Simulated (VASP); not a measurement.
# Pd (I4/mmm) in VASP: a series of runs

Pd is run at these levels: PBE; tasks: single point.

Program: VASP 6.6.1. These are calculated values, not measurements. Logs are shortened: lines on timing, memory, paths and dates and some standing lists are left out, and cuts for length are marked.

### 1 The cell of the first run

Symmetry: I4/mmm, No. 139, tetragonal system. Conventional cell: a = 2.640 Å, b = 2.640 Å, c = 4.201 Å, α = 90.00°, β = 90.00°, γ = 90.00°. Pd (site symmetry 4/mmm) has 12 Pd at 2.64 to 2.81 Å within 3.5 Å.

### 2 Single point, PBE (strain -0.040 along x and y, +0.080 along z)

Input file INCAR:

```
ALGO = Normal ; EDIFF = 1E-7
ENCUT = 520 ; GGA = PE
ISIF = 2 ; ISMEAR = 0
LASPH = T ; LCHARG = F
LREAL = F ; LWAVE = F
NBANDS = 11 ; NELM = 60
PREC = Accurate ; SIGMA = 0.15
```

Input file KPOINTS:

```
k-points
0
Gamma
  20 20 20
```

Input file POSCAR:

```
Pd
1.0
    0.0000000000      1.8671040000      2.1004920000
    1.8671040000      0.0000000000      2.1004920000
    1.8671040000      1.8671040000      0.0000000000
Pd
1
Direct
    0.0000000000      0.0000000000      0.0000000000
```

Potentials or basis: VASP PAW PBE potentials, release 64 (Pd).

Launch:

```sh
$ cat potpaw_PBE.64/Pd/POTCAR > POTCAR
$ mpirun -np 1 vasp_std > vasp.out
```

OUTCAR:

```text
EDIFF = 1E-7
   ENCUT = 520
   GGA = PE
   ISIF = 2
   ISMEAR = 0
   LASPH = T
   LREAL = F
   NELM = 60
   PREC = Accurate

 ion  position               nearest neighbor table
   1  0.000  0.000  0.000-

  LATTYP: Found a body centered tetragonal cell.
 ALAT       =     2.6404837992
 C/A-ratio  =     1.5909902577

  Lattice vectors:

 A1 = (  -1.8671040000,   0.0000000000,   2.1004920000)
 A2 = (   1.8671040000,   0.0000000000,   2.1004920000)
 A3 = (   0.0000000000,   1.8671040000,  -2.1004920000)

Analysis of symmetry for initial positions (statically):
=====================================================================
 Subroutine PRICEL returns:
 Original cell was already a primitive cell.

 Routine SETGRP: Setting up the symmetry group for a
 body centered tetragonal supercell.

 Subroutine GETGRP returns: Found 16 space group operations
 (whereof 16 operations were pure point group operations)
 out of a pool of 16 trial point group operations.

The static configuration has the point symmetry D_4h.

Analysis of symmetry for dynamics (positions and initial velocities):
=====================================================================
 Subroutine PRICEL returns:
 Original cell was already a primitive cell.

 Routine SETGRP: Setting up the symmetry group for a
 body centered tetragonal supercell.

 Subroutine GETGRP returns: Found 16 space group operations
 (whereof 16 operations were pure point group operations)
 out of a pool of 16 trial point group operations.

The dynamic configuration has the point symmetry D_4h.

 Subroutine INISYM returns: Found 16 space group operations
 (whereof 16 operations are pure point group operations),
 and found     1 'primitive' translations

----------------------------------------------------------------------------------------

                                     Primitive cell

  volume of cell :      14.6450

  direct lattice vectors                    reciprocal lattice vectors
     0.000000000  1.867104000  2.100492000    -0.267794402  0.267794402  0.238039469
     1.867104000  0.000000000  2.100492000     0.267794402 -0.267794402  0.238039469
     1.867104000  1.867104000  0.000000000     0.267794402  0.267794402 -0.238039469

  length of vectors
     2.810363676  2.810363676  2.640483799     0.447314736  0.447314736  0.447314736

  position of ions in fractional coordinates (direct lattice)
     0.000000000  0.000000000  0.000000000

  ion indices of the primitive-cell ions
   primitive index   ion index
                 1           1

----------------------------------------------------------------------------------------

 KPOINTS: k-points

Automatic generation of k-mesh.
 Grid dimensions read from file:
 generate k-points for:   20   20   20

 Generating k-lattice:

  Cartesian coordinates                     Fractional coordinates (reciprocal lattice)
    -0.013389720  0.013389720  0.011901973     0.050000000  0.000000000  0.000000000
     0.013389720 -0.013389720  0.011901973     0.000000000  0.050000000  0.000000000
     0.013389720  0.013389720 -0.011901973    -0.000000000 -0.000000000  0.050000000

  Length of vectors
     0.022365737  0.022365737  0.022365737

  Shift w.r.t. Gamma in fractional coordinates (k-lattice)
     0.000000000  0.000000000  0.000000000

 Subroutine IBZKPT returns following result:
 ===========================================

 Found    641 irreducible k-points:

 Following reciprocal coordinates:
            Coordinates               Weight
  0.000000  0.000000  0.000000      1.000000
  0.050000  0.000000  0.000000      8.000000
  0.100000  0.000000  0.000000      8.000000
  0.150000  0.000000  0.000000      8.000000
  0.200000  0.000000  0.000000      8.000000
  0.250000  0.000000  0.000000      8.000000
[... 16 lines left out ...]
 -0.400000  0.050000  0.000000      8.000000
 -0.350000  0.050000  0.000000      8.000000
 [... further k-points ...]
   k-points           NKPTS =    641   k-points in BZ     NKDIM =    641   number of bands    NBANDS=     11
   number of dos      NEDOS =    301   number of ions     NIONS =      1
   total plane-waves  NPLWV =  11520
   dimension x,y,z NGX =    24 NGY =   24 NGZ =   20
   dimension x,y,z NGXF=    48 NGYF=   48 NGZF=   40
   ions per type =               1
   NGX,Y,Z   is equivalent  to a cutoff of  14.20, 14.20, 12.59 a.u.
   NGXF,Y,Z  is equivalent  to a cutoff of  28.39, 28.39, 25.18 a.u.
 SYSTEM =  unknown system
   PREC   = accura    normal or accurate (medium, high low for compatibility)
   ISTART =      0    job   : 0-new  1-cont  2-samecut
   ICHARG =      2    charge: 1-file 2-atom 10-const
   ISPIN  =      1    spin polarized calculation?
   LNONCOLLINEAR =      F non collinear calculations
   LSORBIT =      F    spin-orbit coupling
   LASPH  =      T    aspherical Exc in radial PAW
   ENCUT  =  520.0 eV  38.22 Ry    6.18 a.u.   5.23  5.23  4.91*2*pi/ulx,y,z
   NELM   =     60;   NELMIN=  2; NELMDL= -5     # of ELM steps
   EDIFF  = 0.1E-06   stopping-criterion for ELM
   LREAL  =      F    real-space projection
   EDIFFG = 0.1E-05   stopping-criterion for IOM
   NSW    =      0    number of steps for IOM
   IBRION =     -1    ionic relax: 0-MD 1-quasi-New 2-CG
   NFREE  =      0    steps in history (QN), initial steepest desc. (CG)
   ISIF   =      2    stress and relaxation
   ISYM   =      2    0-nonsym 1-usesym 2-fastsym
   POTIM  = 0.5000    time-step for ionic-motion
   TEBEG  =    0.0;   TEEND  =   0.0 temperature during run
   PSTRESS=    0.0 pullay stress
   NELECT =      10.0000    total number of electrons
   NUPDOWN=      -1.0000    fix difference up-down
   EMIN   =  10.00;   EMAX   =-10.00  energy-range for DOS
   EFERMI =   0.00;   METHOD = LEGACY
   ISMEAR =     0;   SIGMA  =   0.15  broadening in eV -4-tet -1-fermi 0-gaus
   EFERMI_NEDOS =   21; number of points for ismear=-14 and -15
   IALGO  =     38    algorithm
   IMIX   =      4    mixing-type and parameters
     AMIX     =   0.40;   BMIX     =  1.00
     AMIX_MAG =   1.60;   BMIX_MAG =  1.00
  volume/ion in A,a.u.               =      14.64        98.83
  Fermi-wavevector in a.u.,A,eV,Ry     =   1.441602  2.724233 28.275864  2.078217
  Thomas-Fermi vector in A             =   2.560216
   LORBIT       =      0    0 simple, 1 ext, 2 COOP (PROOUT), +10 PAW based schemes
   GGA     = PE    functional components
   LHFCALC =     F    Hartree Fock is set to
   AEXX    =    0.0000 exact exchange contribution
   IVDW    =     0    specifies the selected vdW correction
   LEPSILON=     F    determine dielectric tensor
   LRPA    =     F    only Hartree local field effects (RPA)
 non-spin polarized calculation
 Gauss-broadening in eV      SIGMA  =   0.15
  energy-cutoff  :      520.00
  volume of cell :       14.64
 maximum number of plane-waves:       403
 NGX is ok and might be reduce to    24
   NGX = 11   NGY = 11   NGZ =  9

 number of electron      10.0000000 magnetization

 Free energy of the ion-electron system (eV)
  ---------------------------------------------------
  ext. energy  EPLUGINS =         0.00000000
  ---------------------------------------------------
  free energy    TOTEN  =        -5.18098183 eV

  energy without entropy =       -5.15745850  energy(sigma->0) =       -5.16922016

 E-fermi :   9.8880     XC(G=0): -13.2254

 val. band max:        9.8864965745   @ k =  -0.1500   0.2000   0.0500
 cond. band min:       9.8901309628   @ k =  -0.4500  -0.0000   0.1000
 fundamental gap:      0.0036343883
 Fermi energy:         9.8879760527

 k-point     1 :       0.0000    0.0000    0.0000
  band No.  band energies     occupation
      1       2.7160      2.00000
      2       6.2888      2.00000
      3       7.4882      2.00000
      4       7.4882      2.00000
      5       7.9869      2.00000
      6       9.2233      2.00000
      7      27.3326      0.00000
      8      30.1364      0.00000
      9      32.8612      0.00000
     10      32.8612      0.00000
     11      36.1468      0.00000

 k-point     2 :       0.0500    0.0000    0.0000
  band No.  band energies     occupation
      1       2.8084      2.00000
      2       6.3135      2.00000
      3       7.4588      2.00000
      4       7.5186      2.00000
      5       7.9873      2.00000
      6       9.1946      2.00000
      7      27.4265      0.00000
      8      30.0927      0.00000
      9      32.3333      0.00000
     10      32.9681      0.00000
     11      36.1811      0.00000

 k-point     3 :       0.1000    0.0000    0.0000
  band No.  band energies     occupation
      1       3.0774      2.00000
      2       6.3788      2.00000
      3       7.3715      2.00000
      4       7.6037      2.00000
      5       8.0118      2.00000
      6       9.1175      2.00000
      7      27.6471      0.00000
      8      29.6265      0.00000
      9      31.7196      0.00000
     10      33.2708      0.00000
     11      36.2225      0.00000

 k-point     4 :       0.1500    0.0000    0.0000
  band No.  band energies     occupation
      1       3.4928      2.00000
      2       6.4684      2.00000
      3       7.2388      2.00000
      4       7.7216      2.00000
      5       8.1099      2.00000
      6       9.0200      2.00000
      7      27.6156      0.00000
      8      28.6451      0.00000
      9      31.8555      0.00000
     10      33.7092      0.00000
     11      35.7457      0.00000
[... 239 lines left out ...]
 k-point    22 :      -0.4500    0.0500    0.0000
  band No.  band energies     occupation
      1       4.6312      2.00000
      2       6.4813      2.00000
      3       7.5420      2.00000
      4       9.5328      1.99919
      5       9.6270      1.98614
      6      11.4238      0.00000
      7      17.5506      0.00000
      8      25.8423      0.00000
      9      30.2670      0.00000
     10      32.5375      0.00000
     11      35.8799      0.00000

 k-point    23 :      -0.4000    0.0500    0.0000
  band No.  band energies     occupation
      1       4.6752      2.00000
      2       6.5355      2.00000
      3       7.5816      2.00000
      4       9.1702      2.00000
      5       9.4777      1.99989
      6      10.8607      0.00000
      7      18.6109      0.00000
      8      26.0553      0.00000
      9      30.5166      0.00000
     10      33.1238      0.00000
     11      35.6372      0.00000

 k-point    24 :      -0.3500    0.0500    0.0000
  band No.  band energies     occupation
      1       4.7349      2.00000
      2       6.6128      2.00000
      3       7.6645      2.00000
      4       8.5133      2.00000
      5       9.2663      2.00000
      6      10.1800      0.00590
      7      20.1917      0.00000
      8      26.4632      0.00000
      9      31.0482      0.00000
     10      33.9524      0.00000
     11      35.2082      0.00000

 [... further k-points ...]

------------------------ aborting loop because EDIFF is reached ----------------------------------------

  FORCE on cell =-STRESS in cart. coord.  units (eV):
  Direction    XX          YY          ZZ          XY          YZ          ZX
  --------------------------------------------------------------------------------------
  -------------------------------------------------------------------------------------
  Total        1.1736049      1.1736049      0.2471998      0.0000000      0.0000000      0.0000000
  in kB      128.3939186    128.3939186     27.0439802      0.0000000      0.0000000      0.0000000
  external PRESSURE =      94.6106058 kB  Pullay stress =       0.0000000 kB

 VOLUME and BASIS-vectors are now :
 -----------------------------------------------------------------------------
  energy-cutoff  :      520.00
  volume of cell :       14.64
      direct lattice vectors                 reciprocal lattice vectors
     0.000000000  1.867104000  2.100492000    -0.267794402  0.267794402  0.238039469
     1.867104000  0.000000000  2.100492000     0.267794402 -0.267794402  0.238039469
     1.867104000  1.867104000  0.000000000     0.267794402  0.267794402 -0.238039469

 POSITION                                       TOTAL-FORCE (eV/Angst)
 -----------------------------------------------------------------------------------
      0.00000      0.00000      0.00000        -0.000000      0.000000      0.000000
 -----------------------------------------------------------------------------------
    total drift:                               -0.000000     -0.000000     -0.000000

  FREE ENERGIE OF THE ION-ELECTRON SYSTEM (eV)
  ---------------------------------------------------
  free  energy   TOTEN  =        -5.1809818292 eV

  energy  without entropy=       -5.1574584957  energy(sigma->0) =       -5.16922016
```

Run time: 72 s. Hardware: 1 thread of AMD EPYC 9R45 (Zen 5), shared host; peak memory 0.19 GiB.

What came out:

```
Free energy            : -5.1810 eV
Pressure               : 9.5 GPa
Band gap on the k mesh : zero (bands 5 and 6 overlap by 1.98 eV)
```

Levels at points of the mesh, in eV from the Fermi level:
| k point | band 1 | band 2 | band 3 | band 4 | band 5 | band 6 | band 7 | band 8 | band 9 | band 10 |
| --- | --- | --- | --- | --- | --- | --- | --- | --- | --- | --- |
| (0.00, 0.00, 0.00) | -7.17 | -3.60 | -2.40 | -2.40 | -1.90 | -0.66 | 17.44 | 20.25 | 22.97 | 22.97 |
| (0.50, 0.00, 0.00) | -5.32 | -3.39 | -2.39 | -0.21 | 0.19 | 1.06 | 7.49 | 16.05 | 20.67 | 22.55 |
| (0.50, 0.50, 0.00) | -5.43 | -5.20 | 0.05 | 0.26 | 0.26 | 1.96 | 8.85 | 14.80 | 14.80 | 23.02 |
| (0.50, 0.00, 0.50) | -5.46 | -5.05 | -0.15 | -0.14 | 0.77 | 4.20 | 11.96 | 12.36 | 12.98 | 21.19 |

Caveat: the cell differs from its parent crystal (strain -0.040 along x and y, +0.080 along z); the stress differs along the axes, from 3 to 13 GPa.

### 3 Single point, PBE (strain +0.040 along x and y, -0.080 along z)

Input file INCAR:

```
SYSTEM = Pd
PREC     = Accurate       ! precision mode
ENCUT    = 520            ! plane-wave cutoff, eV
EDIFF    = 1E-7           ! SCF threshold, eV
ISMEAR   = 0              ! smearing method
SIGMA    = 0.15           ! smearing width, eV
LREAL    = .FALSE.        ! projectors in reciprocal space
LASPH    = .TRUE.         ! aspherical terms in the spheres
NELM     = 100            ! most SCF steps
ALGO     = Normal         ! electronic algorithm
ISIF     = 2              ! what is computed and relaxed
LWAVE    = .FALSE.        ! write WAVECAR
LCHARG   = .FALSE.        ! write CHGCAR
GGA      = PE             ! functional
NBANDS   = 11             ! bands
```

Input file KPOINTS:

```
regular mesh
0
G
  20 20 20
  0 0 0
```

Input file POSCAR:

```
Pd
1.0
    0.0000000000      2.0226960000      1.7893080000
    2.0226960000      0.0000000000      1.7893080000
    2.0226960000      2.0226960000      0.0000000000
Pd
1
Direct
    0.0000000000      0.0000000000      0.0000000000
```

Potentials or basis: VASP PAW PBE potentials, release 64 (Pd).

Launch:

```sh
$ cat potpaw_PBE.64/Pd/POTCAR > POTCAR
$ mpirun -np 1 vasp_std > vasp.out
```

Run time: 60 s. Hardware: 1 thread of AMD EPYC 9R45 (Zen 5), shared host; peak memory 0.19 GiB.

The run converged. Its results:

- Free energy: -5.1959 eV
- Pressure: 8.9 GPa
- Band gap on the k mesh: zero (bands 5 and 6 overlap by 1.87 eV)

Stress tensor (GPa, compression positive):
```
 7.71  0.00  0.00
 0.00  7.71  0.00
 0.00  0.00 11.26
```

Levels at points of the mesh, in eV from the Fermi level:
```
           k point  band 1  band 2  band 3  band 4  band 5  band 6  band 7  band 8  band 9  band 10
(0.00, 0.00, 0.00)   -7.18   -3.13   -3.13   -2.10   -1.85   -0.78   17.48   21.04   21.04    24.26
(0.50, 0.00, 0.00)   -5.34   -3.44   -2.30   -0.29    0.27    1.06    7.48   16.24   19.99    23.03
(0.50, 0.50, 0.00)   -5.43   -5.17   -0.01    0.33    0.33    5.15   11.79   11.79   13.18    20.34
(0.50, 0.00, 0.50)   -5.43   -5.04   -0.15   -0.09    0.59    2.60    9.80   13.76   14.62    22.59
```

Caveat: the cell differs from its parent crystal (strain +0.040 along x and y, -0.080 along z); the cell stands under pressure.
